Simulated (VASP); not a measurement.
# Be4Br3F2 (P6/mmm) in VASP: a series of runs

Be4Br3F2 is run at these levels: PBE; tasks: single point.

Program: VASP 6.6.1. These are calculated values, not measurements. Logs are shortened: lines on timing, memory, paths and dates and some standing lists are left out, and cuts for length are marked.

**1. The cell of the first run**

The structure is hexagonal, space group P6/mmm (No. 191). Conventional cell: a = 4.613 Å, b = 4.613 Å, c = 8.459 Å, α = 90.00°, β = 90.00°, γ = 120.00°. Be (site symmetry 3m) has 1 F at 1.47 Å within 2.0 Å. Within 3.1 Å of Br (site symmetry mmm) lie 4 Br at 2.31 Å and 4 Be at 3.06 Å. F (site symmetry -6m2) has 2 Be at 1.47 Å within 2.0 Å.

The cell was generated, and may not be a known phase.

**2. Single point, PBE**

INCAR reads:

```
  PREC = Accurate
  ENCUT = 520
  EDIFF = 1E-6
  ISMEAR = 0
  SIGMA = 0.1
  LREAL = F
  LASPH = T
  NELM = 60
  ALGO = Normal
  ISIF = 2
  LWAVE = F
  LCHARG = F
  GGA = PE
  NBANDS = 32
```

KPOINTS reads:

```
regular mesh
0
Gamma
  6 6 2
```

POSCAR reads:

```
Be4Br3F2
1.0
    4.6127611200      0.0000000000      0.0000000000
   -2.3063805600      3.9947683100      0.0000000000
    0.0000000000      0.0000000000      8.4591388900
Be Br F
4 3 2
Direct
    0.3333333300      0.6666666700      0.6743585600
    0.6666666700      0.3333333300      0.6743585600
    0.6666666700      0.3333333300      0.3256414400
    0.3333333300      0.6666666700      0.3256414400
    0.5000000000      0.0000000000      0.0000000000
    0.0000000000      0.5000000000      0.0000000000
    0.5000000000      0.5000000000      0.0000000000
    0.3333333300      0.6666666700      0.5000000000
    0.6666666700      0.3333333300      0.5000000000
```

Potentials or basis: VASP PAW PBE potentials, release 64 (Be, Br, F).

The run is started by

```bash
cat potpaw_PBE.64/Be/POTCAR potpaw_PBE.64/Br/POTCAR potpaw_PBE.64/F/POTCAR > POTCAR
mpirun -np 1 vasp_std > vasp.out
```

OUTCAR:

```text
PREC = Accurate
   ENCUT = 520
   EDIFF = 1E-6
   ISMEAR = 0
   LREAL = F
   LASPH = T
   NELM = 60
   ISIF = 2
   GGA = PE

 ion  position               nearest neighbor table
   1  0.333  0.667  0.674-   8 1.47
   2  0.667  0.333  0.674-   9 1.47
   3  0.667  0.333  0.326-   9 1.47
   4  0.333  0.667  0.326-   8 1.47
   5  0.500  0.000  0.000-   6 2.31   7 2.31   7 2.31   6 2.31
   6  0.000  0.500  0.000-   5 2.31   5 2.31   7 2.31   7 2.31
   7  0.500  0.500  0.000-   5 2.31   5 2.31   6 2.31   6 2.31
   8  0.333  0.667  0.500-   1 1.47   4 1.47
   9  0.667  0.333  0.500-   2 1.47   3 1.47

  LATTYP: Found a hexagonal cell.
 ALAT       =     4.6127611200
 C/A-ratio  =     1.8338558338

  Lattice vectors:

 A1 = (   4.6127611200,   0.0000000000,   0.0000000000)
 A2 = (  -2.3063805600,   3.9947683100,   0.0000000000)
 A3 = (   0.0000000000,   0.0000000000,   8.4591388900)

Analysis of symmetry for initial positions (statically):
=====================================================================
 Subroutine PRICEL returns:
 Original cell was already a primitive cell.

 Routine SETGRP: Setting up the symmetry group for a
 hexagonal supercell.

 Subroutine GETGRP returns: Found 24 space group operations
 (whereof 24 operations were pure point group operations)
 out of a pool of 24 trial point group operations.

The static configuration has the point symmetry D_6h.

Analysis of symmetry for dynamics (positions and initial velocities):
=====================================================================
 Subroutine PRICEL returns:
 Original cell was already a primitive cell.

 Routine SETGRP: Setting up the symmetry group for a
 hexagonal supercell.

 Subroutine GETGRP returns: Found 24 space group operations
 (whereof 24 operations were pure point group operations)
 out of a pool of 24 trial point group operations.

The dynamic configuration has the point symmetry D_6h.

 Subroutine INISYM returns: Found 24 space group operations
 (whereof 24 operations are pure point group operations),
 and found     1 'primitive' translations

----------------------------------------------------------------------------------------

[... 98 lines left out ...]
   NSW    =      0    number of steps for IOM
   IBRION =     -1    ionic relax: 0-MD 1-quasi-New 2-CG
   NFREE  =      0    steps in history (QN), initial steepest desc. (CG)
   ISIF   =      2    stress and relaxation
   ISYM   =      2    0-nonsym 1-usesym 2-fastsym
   POTIM  = 0.5000    time-step for ionic-motion
   TEBEG  =    0.0;   TEEND  =   0.0 temperature during run
   PSTRESS=    0.0 pullay stress
   NELECT =      43.0000    total number of electrons
   NUPDOWN=      -1.0000    fix difference up-down
   EMIN   =  10.00;   EMAX   =-10.00  energy-range for DOS
   EFERMI =   0.00;   METHOD = LEGACY
   ISMEAR =     0;   SIGMA  =   0.10  broadening in eV -4-tet -1-fermi 0-gaus
   EFERMI_NEDOS =   21; number of points for ismear=-14 and -15
   IALGO  =     38    algorithm
   IMIX   =      4    mixing-type and parameters
     AMIX     =   0.40;   BMIX     =  1.00
     AMIX_MAG =   1.60;   BMIX_MAG =  1.00
  volume/ion in A,a.u.               =      17.32       116.88
  Fermi-wavevector in a.u.,A,eV,Ry     =   1.065708  2.013895 15.452582  1.135733
  Thomas-Fermi vector in A             =   2.201268
   LORBIT       =      0    0 simple, 1 ext, 2 COOP (PROOUT), +10 PAW based schemes
   GGA     = PE    functional components
   LHFCALC =     F    Hartree Fock is set to
   AEXX    =    0.0000 exact exchange contribution
   IVDW    =     0    specifies the selected vdW correction
   LEPSILON=     F    determine dielectric tensor
   LRPA    =     F    only Hartree local field effects (RPA)
 non-spin polarized calculation
 Gauss-broadening in eV      SIGMA  =   0.10
  energy-cutoff  :      520.00
  volume of cell :      155.88
 maximum number of plane-waves:      4237
 NGX is ok and might be reduce to    36
   NGX = 17   NGY = 17   NGZ = 31

 number of electron      42.9999969 magnetization

 Free energy of the ion-electron system (eV)
  ---------------------------------------------------
  ext. energy  EPLUGINS =         0.00000000
  ---------------------------------------------------
  free energy    TOTEN  =       -16.41483178 eV

  energy without entropy =      -16.40127416  energy(sigma->0) =      -16.40805297

 E-fermi :   3.9787     XC(G=0):  -8.7331

 val. band max:        3.9766778977   @ k =   0.3333   0.3333   0.0000
 cond. band min:       4.0415330442   @ k =   0.3333   0.3333   0.0000
 fundamental gap:      0.0648551464
 Fermi energy:         3.9787083628

 k-point     1 :       0.0000    0.0000    0.0000
  band No.  band energies     occupation
      1     -24.0504      2.00000
      2     -23.5987      2.00000
      3     -18.3962      2.00000
      4     -11.6280      2.00000
      5     -11.6280      2.00000
      6      -9.5732      2.00000
[... 479 lines left out ...]
     31       9.5558      0.00000
     32      10.4008      0.00000

------------------------ aborting loop because EDIFF is reached ----------------------------------------

  FORCE on cell =-STRESS in cart. coord.  units (eV):
  Direction    XX          YY          ZZ          XY          YZ          ZX
  --------------------------------------------------------------------------------------
  -------------------------------------------------------------------------------------
  Total       32.4662693     32.4662693     14.6183033     -0.0000000     -0.0000000      0.0000000
  in kB      333.7061825    333.7061823    150.2549665     -0.0000000     -0.0000000      0.0000000
  external PRESSURE =     272.5557771 kB  Pullay stress =       0.0000000 kB

 VOLUME and BASIS-vectors are now :
 -----------------------------------------------------------------------------
  energy-cutoff  :      520.00
  volume of cell :      155.88
      direct lattice vectors                 reciprocal lattice vectors
     4.612761120  0.000000000  0.000000000     0.216789895  0.125163704  0.000000000
    -2.306380560  3.994768310  0.000000000     0.000000000  0.250327409  0.000000000
     0.000000000  0.000000000  8.459138890     0.000000000  0.000000000  0.118215342

 POSITION                                       TOTAL-FORCE (eV/Angst)
 -----------------------------------------------------------------------------------
     -0.00000      2.66318      5.70449        -0.000000     -0.000000      0.573190
      2.30638      1.33159      5.70449        -0.000000      0.000000      0.573190
      2.30638      1.33159      2.75465        -0.000000      0.000000     -0.573190
     -0.00000      2.66318      2.75465        -0.000000     -0.000000     -0.573190
      2.30638      0.00000      0.00000        -0.000000      0.000000     -0.000000
     -1.15319      1.99738      0.00000        -0.000000      0.000000     -0.000000
      1.15319      1.99738      0.00000        -0.000000      0.000000     -0.000000
     -0.00000      2.66318      4.22957         0.000000      0.000000     -0.000000
      2.30638      1.33159      4.22957        -0.000000      0.000000     -0.000000
 -----------------------------------------------------------------------------------
    total drift:                                0.000000     -0.000000     -0.000000

  FREE ENERGIE OF THE ION-ELECTRON SYSTEM (eV)
  ---------------------------------------------------
  free  energy   TOTEN  =       -16.4148317800 eV

  energy  without entropy=      -16.4012741616  energy(sigma->0) =      -16.40805297
```

stdout:

```text
POSCAR found type information on POSCAR BeBrF
 POSCAR found :  3 types and       9 ions
 scaLAPACK will be used
 LDA part: xc-table for (Slater+PW92), standard interpolation
 POSCAR, INCAR and KPOINTS ok, starting setup
 FFT: planning ... GRIDC
 FFT: planning ... GRID_SOFT
 FFT: planning ... GRID
 WAVECAR not read
 entering main loop
```

It took 1.8 min on 1 thread of Oxide Virtual Turin-like, shared host; peak memory 0.26 GiB.

Results:

```
Free energy            : -16.4148 eV
Pressure               : 27.3 GPa
Largest force          : 0.573 eV/Å
Band gap on the k mesh : zero (an odd number of electrons rules out a gap without spin polarisation)
```

Forces in eV/Å, atoms in the order of the input:
```
Be   0.000  0.000  0.573
Be   0.000  0.000  0.573
Be   0.000  0.000 -0.573
Be   0.000  0.000 -0.573
Br   0.000  0.000  0.000
Br   0.000  0.000  0.000
Br   0.000  0.000  0.000
F    0.000  0.000  0.000
F    0.000  0.000  0.000
```

Caveat: the k points lie up to 0.37 Å⁻¹ apart, too coarse for converged energies and pressures of a metal; an odd number of electrons without spin polarisation forces a metal; a magnetic or distorted state may lie lower.

**3. Single point, PBE**

This run uses another cell than the first one, of 30.94 Å³/atom.

INCAR reads:

```
SYSTEM = Be4Br3F2
PREC = Accurate
ENCUT = 520
EDIFF = 1E-6
ISMEAR = 0
SIGMA = 0.1
LREAL = .FALSE.
LASPH = .TRUE.
NELM = 60
ALGO = Normal
ISIF = 2
LWAVE = .FALSE.
LCHARG = .FALSE.
GGA = PE
NBANDS = 32
```

KPOINTS reads:

```
Automatic mesh
0
G
  6 6 2
  0 0 0
```

POSCAR reads:

```
Be4Br3F2
1.0
    5.3931148905      0.0000000000      0.0000000000
   -2.6965574453      4.6705745007      0.0000000000
    0.0000000000      0.0000000000     11.0564227451
Be Br F
4 3 2
Direct
    0.3333333333      0.6666666667      0.6383036766
    0.6666666667      0.3333333333      0.6383036766
    0.6666666667      0.3333333333      0.3616963234
    0.3333333333      0.6666666667      0.3616963234
    0.5000000000      0.0000000000      0.0000000000
    0.0000000000      0.5000000000      0.0000000000
    0.5000000000      0.5000000000      0.0000000000
    0.3333333333      0.6666666667      0.5000000000
    0.6666666667      0.3333333333      0.5000000000
```

Potentials or basis: VASP PAW PBE potentials, release 64 (Be, Br, F).

The run is started by

```bash
cat potpaw_PBE.64/Be/POTCAR potpaw_PBE.64/Br/POTCAR potpaw_PBE.64/F/POTCAR > POTCAR
mpirun -np 1 vasp_std > vasp.out
```

OUTCAR:

```text
SYSTEM = Be4Br3F2
   PREC = Accurate
   ENCUT = 520
   EDIFF = 1E-6
   ISMEAR = 0
   LREAL = .FALSE.
   LASPH = .TRUE.
   NELM = 60
   ISIF = 2
   GGA = PE

 ion  position               nearest neighbor table
   1  0.333  0.667  0.638-   8 1.53
   2  0.667  0.333  0.638-   9 1.53
   3  0.667  0.333  0.362-   9 1.53
   4  0.333  0.667  0.362-   8 1.53
   5  0.500  0.000  0.000-   6 2.70   6 2.70   7 2.70   7 2.70
   6  0.000  0.500  0.000-   5 2.70   5 2.70   7 2.70   7 2.70
   7  0.500  0.500  0.000-   6 2.70   6 2.70   5 2.70   5 2.70
   8  0.333  0.667  0.500-   1 1.53   4 1.53
   9  0.667  0.333  0.500-   2 1.53   3 1.53

  LATTYP: Found a hexagonal cell.
 ALAT       =     5.3931148905
 C/A-ratio  =     2.0500996121

  Lattice vectors:

 A1 = (   5.3931148905,   0.0000000000,   0.0000000000)
 A2 = (  -2.6965574453,   4.6705745007,   0.0000000000)
 A3 = (   0.0000000000,   0.0000000000,  11.0564227451)

Analysis of symmetry for initial positions (statically):
=====================================================================
 Subroutine PRICEL returns:
 Original cell was already a primitive cell.

 Routine SETGRP: Setting up the symmetry group for a
 hexagonal supercell.

 Subroutine GETGRP returns: Found 24 space group operations
 (whereof 24 operations were pure point group operations)
 out of a pool of 24 trial point group operations.

The static configuration has the point symmetry D_6h.

Analysis of symmetry for dynamics (positions and initial velocities):
=====================================================================
 Subroutine PRICEL returns:
 Original cell was already a primitive cell.

 Routine SETGRP: Setting up the symmetry group for a
 hexagonal supercell.

[... 129 lines left out ...]
  Fermi-wavevector in a.u.,A,eV,Ry     =   0.878259  1.659670 10.494711  0.771339
  Thomas-Fermi vector in A             =   1.998321
   LORBIT       =      0    0 simple, 1 ext, 2 COOP (PROOUT), +10 PAW based schemes
   GGA     = PE    functional components
   LHFCALC =     F    Hartree Fock is set to
   AEXX    =    0.0000 exact exchange contribution
   IVDW    =     0    specifies the selected vdW correction
   LEPSILON=     F    determine dielectric tensor
   LRPA    =     F    only Hartree local field effects (RPA)
 non-spin polarized calculation
 Gauss-broadening in eV      SIGMA  =   0.10
  energy-cutoff  :      520.00
  volume of cell :      278.50
 maximum number of plane-waves:      7536
   NGX = 21   NGY = 21   NGZ = 41

 number of electron      42.9999972 magnetization

 Free energy of the ion-electron system (eV)
  ---------------------------------------------------
  ext. energy  EPLUGINS =         0.00000000
  ---------------------------------------------------
  free energy    TOTEN  =       -21.82616833 eV

  energy without entropy =      -21.81366047  energy(sigma->0) =      -21.81991440

 E-fermi :  -0.1592     XC(G=0):  -6.5443

 val. band max:       -0.3613216849   @ k =   0.3333   0.1667   0.0000
 cond. band min:      -0.1201204195   @ k =   0.3333   0.0000   0.0000
 fundamental gap:      0.2412012655
 Fermi energy:        -0.1592137487

 k-point     1 :       0.0000    0.0000    0.0000
  band No.  band energies     occupation
      1     -27.6552      2.00000
      2     -27.5330      2.00000
      3     -17.7057      2.00000
      4     -14.6385      2.00000
      5     -14.6385      2.00000
      6     -11.1580      2.00000
[... 479 lines left out ...]
     31       5.4966      0.00000
     32       5.8145      0.00000

------------------------ aborting loop because EDIFF is reached ----------------------------------------

  FORCE on cell =-STRESS in cart. coord.  units (eV):
  Direction    XX          YY          ZZ          XY          YZ          ZX
  --------------------------------------------------------------------------------------
  -------------------------------------------------------------------------------------
  Total       -0.0570619     -0.0570619      0.4890922      0.0000000     -0.0000000      0.0000000
  in kB       -0.3282705     -0.3282705      2.8136930      0.0000000     -0.0000000      0.0000000
  external PRESSURE =       0.7190507 kB  Pullay stress =       0.0000000 kB

 VOLUME and BASIS-vectors are now :
 -----------------------------------------------------------------------------
  energy-cutoff  :      520.00
  volume of cell :      278.50
      direct lattice vectors                 reciprocal lattice vectors
     5.393114890  0.000000000  0.000000000     0.185421601  0.107053212  0.000000000
    -2.696557445  4.670574501  0.000000000     0.000000000  0.214106423  0.000000000
     0.000000000  0.000000000 11.056422745     0.000000000  0.000000000  0.090445167

 POSITION                                       TOTAL-FORCE (eV/Angst)
 -----------------------------------------------------------------------------------
     -0.00000      3.11372      7.05736        -0.000000      0.000000      0.058381
      2.69656      1.55686      7.05736        -0.000000      0.000000      0.058381
      2.69656      1.55686      3.99907        -0.000000      0.000000     -0.058381
     -0.00000      3.11372      3.99907         0.000000      0.000000     -0.058381
      2.69656      0.00000      0.00000         0.000000      0.000000      0.000000
     -1.34828      2.33529      0.00000         0.000000      0.000000      0.000000
      1.34828      2.33529      0.00000         0.000000      0.000000      0.000000
     -0.00000      3.11372      5.52821         0.000000      0.000000     -0.000000
      2.69656      1.55686      5.52821         0.000000     -0.000000      0.000000
 -----------------------------------------------------------------------------------
    total drift:                               -0.000000      0.000000     -0.000000

  FREE ENERGIE OF THE ION-ELECTRON SYSTEM (eV)
  ---------------------------------------------------
  free  energy   TOTEN  =       -21.8261683254 eV

  energy  without entropy=      -21.8136604728  energy(sigma->0) =      -21.81991440
```

stdout:

```text
POSCAR found type information on POSCAR BeBrF
 POSCAR found :  3 types and       9 ions
 scaLAPACK will be used
 LDA part: xc-table for (Slater+PW92), standard interpolation
 POSCAR, INCAR and KPOINTS ok, starting setup
 FFT: planning ... GRIDC
 FFT: planning ... GRID_SOFT
 FFT: planning ... GRID
 WAVECAR not read
 entering main loop
```

Run time: 2.4 min. Hardware: 1 thread of Oxide Virtual Turin-like, shared host; peak memory 0.35 GiB.

Results:

| Item | Value |
| --- | --- |
| Free energy | -21.8262 eV |
| Pressure | 0.1 GPa |
| Largest force | 0.058 eV/Å |
| Band gap on the k mesh | zero (an odd number of electrons rules out a gap without spin polarisation) |

Forces in eV/Å, atoms in the order of the input:
```
Be   0.000  0.000  0.058
Be   0.000  0.000  0.058
Be   0.000  0.000 -0.058
Be   0.000  0.000 -0.058
Br   0.000  0.000  0.000
Br   0.000  0.000  0.000
Br   0.000  0.000  0.000
F    0.000  0.000  0.000
F    0.000  0.000  0.000
```

Caveat: an odd number of electrons without spin polarisation forces a metal; a magnetic or distorted state may lie lower.

The gap in the log of VASP goes by the Fermi energy; the results here count the filled bands.